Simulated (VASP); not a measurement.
A run of VASP 6.6.1 is set up as follows.

The input INCAR:

```
SYSTEM = Li
ALGO = Fast ; DIPOL = 0.5 0.5 0.293
EDIFF = 1E-6 ; ENCUT = 520
GGA = PE ; IDIPOL = 3
ISIF = 2 ; ISMEAR = 0
LASPH = .True. ; LCHARG = .False.
LDIPOL = .True. ; LREAL = .False.
LWAVE = .False. ; NBANDS = 10
NELM = 100 ; PREC = Accurate
SIGMA = 0.1
```

File KPOINTS:

```
k-points
0
Gamma
  18 18 1
  0 0 0
```

The input POSCAR:

```
Li
1.0
    2.9459160318      0.0000000000      0.0000000000
    0.0000000000      2.9459160318      0.0000000000
    0.0000000000      0.0000000000     27.3000000000
Li
2
Direct
    0.0000000000      0.5000000000      0.2524404821
    0.5000000000      0.0000000000      0.3336401040
```

Potentials or basis: VASP PAW PBE potentials, release 64 (Li_sv).

Launch:

```bash
$ cat potpaw_PBE.64/Li_sv/POTCAR > POTCAR
$ mpirun -np 1 vasp_std > vasp.out
```

Problem. Estimate the largest force.

Solution. 0.037 eV/Å.

Problem. Predict the band gap on the k mesh.

Solution. Zero (bands 3 and 4 overlap by 3.57 eV).

Forces in eV/Å, atoms in the order of the input:
```
Li   0.000  0.000  0.037
Li   0.000  0.000 -0.037
```
